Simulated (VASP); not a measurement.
Here is a VASP 6.6.1 calculation.

Contents of INCAR:

```
SYSTEM = Mo3P3H
PREC     = Accurate       ! precision mode
ENCUT    = 400            ! plane-wave cutoff, eV
EDIFF    = 1E-6           ! SCF threshold, eV
ISMEAR   = 0              ! smearing method
SIGMA    = 0.1            ! smearing width, eV
LREAL    = .FALSE.        ! projectors in reciprocal space
LASPH    = .TRUE.         ! aspherical terms in the spheres
NELM     = 120            ! most SCF steps
ALGO     = Normal         ! electronic algorithm
ISIF     = 2              ! what is computed and relaxed
LWAVE    = .FALSE.        ! write WAVECAR
LCHARG   = .FALSE.        ! write CHGCAR
LDIPOL   = .TRUE.       
IDIPOL   = 3            
DIPOL    = 0.5 0.5 0.484
GGA      = PS             ! functional
NBANDS   = 38             ! bands
GGA_COMPAT= .FALSE.      
NELMDL   = -8
```

KPOINTS

```
Automatic mesh
0
G
  9 9 1
  0 0 0
```

File POSCAR:

```
Mo3P3H
1.0
    3.1741350969      0.0000000000      0.0000000000
    0.0000000000      3.2062346803      0.0000000000
    0.0000000000      0.0000000000     25.4789215952
Mo P H
3 3 1
Direct
    0.0000000000      0.5000000000      0.3336090960
    0.0000000000      0.0000000000      0.4425886174
    0.0000000000      0.5000000000      0.5501261364
    0.5000000000      0.0000000000      0.3699356032
    0.5000000000      0.5000000000      0.4792943049
    0.5000000000      0.0000000000      0.5907329554
    1.0000000000      0.5000000000      0.6191020242
```

Potentials or basis: VASP PAW PBE potentials, release 64 (Mo_sv, P, H).

The run is started by

```console
$ cat potpaw_PBE.64/Mo_sv/POTCAR potpaw_PBE.64/P/POTCAR potpaw_PBE.64/H/POTCAR > POTCAR
$ mpirun -np 1 vasp_std > vasp.out
```

**Question.** Estimate the band gap on the k mesh.

**Answer.** Zero (bands 29 and 30 overlap by 0.93 eV).

**Question.** Predict the largest force.

**Answer.** 1.975 eV/Å.

Forces on the atoms (eV/Å):
```
Mo   0.000  0.000  1.975
Mo   0.000  0.000 -0.402
Mo   0.000  0.000 -0.039
P    0.000  0.000 -1.729
P    0.000  0.000 -0.194
P    0.000  0.000  0.383
H    0.000  0.000  0.006
```

Caveat: the PAW data sets were made with another functional, which shifts forces and pressure a little.
